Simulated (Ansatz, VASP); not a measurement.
# One calculation of Al2Au, two programs

Contents of INCAR:

```
PREC = Accurate
ENCUT = 520
EDIFF = 1E-6
ISMEAR = -1
SIGMA = 0.05
LREAL = False
LASPH = True
NELM = 60
ALGO = Normal
ISIF = 2
LWAVE = False
LCHARG = False
GGA = PE
NBANDS = 16
```

File KPOINTS:

```
Automatic mesh
0
Gamma
  8 8 8
```

File POSCAR:

```
Al2Au
1.0
    0.0000000000      2.9594544892      2.9594544892
    2.9594544892      0.0000000000      2.9594544892
    2.9594544892      2.9594544892      0.0000000000
Au Al
1 2
Direct
    0.0000000000      0.0000000000      0.0000000000
    0.7500000000      0.7500000000      0.7500000000
    0.2500000000      0.2500000000      0.2500000000
```

Contents of input.yaml:

```yaml
crystal:
  lattice:
    - [0.0, 2.9594544892, 2.9594544892]
    - [2.9594544892, 0.0, 2.9594544892]
    - [2.9594544892, 2.9594544892, 0.0]
  atoms:
    - { symbol: Au, position: [0.0, 0.0, 0.0] }
    - { symbol: Al, position: [0.75, 0.75, 0.75] }
    - { symbol: Al, position: [0.25, 0.25, 0.25] }
hamiltonian:
  xc: pbe
  pseudopotentials: { kind: paw }
kpoints:
  mp_grid: { grid: [8, 8, 8] }
scf:
  occupations: { method: fermi_dirac, width: 0.05 }
output:
  forces: true
  stress: true
  eigenvalues: true
  write_density: true
  write_potential: true
  elf: true
  volumetric_format: npy
```

Alike in both runs: task single point; functional PBE; k mesh 8 × 8 × 8; occupations fermi-dirac, width 0.05 eV; no spin polarisation.

```csv
,VASP,Ansatz
version,VASP 6.6.1,Ansatz 0.2.0
potentials or method,"VASP PAW PBE potentials, release 64 (Au, Al)",Ansatz PAW
plane-wave cutoff (eV),520,420
valence electrons in the cell,17,25
```

|  | VASP | Ansatz | Ansatz less VASP |
| --- | --- | --- | --- |
| gap on the k mesh at the Fermi level (eV) | none | none | - |
| pressure (GPa) | 8.4 | 8.7 | +0.29 |

A gap of «none» marks a metal or a gap that the smearing closes. The functional is the same, so the differences come from potentials, cutoffs and numerics. VASP's potentials hold 17 valence electrons a cell and Ansatz's 25, so a difference there can come from the potentials and not from the codes.

Spin-orbit coupling is off throughout.
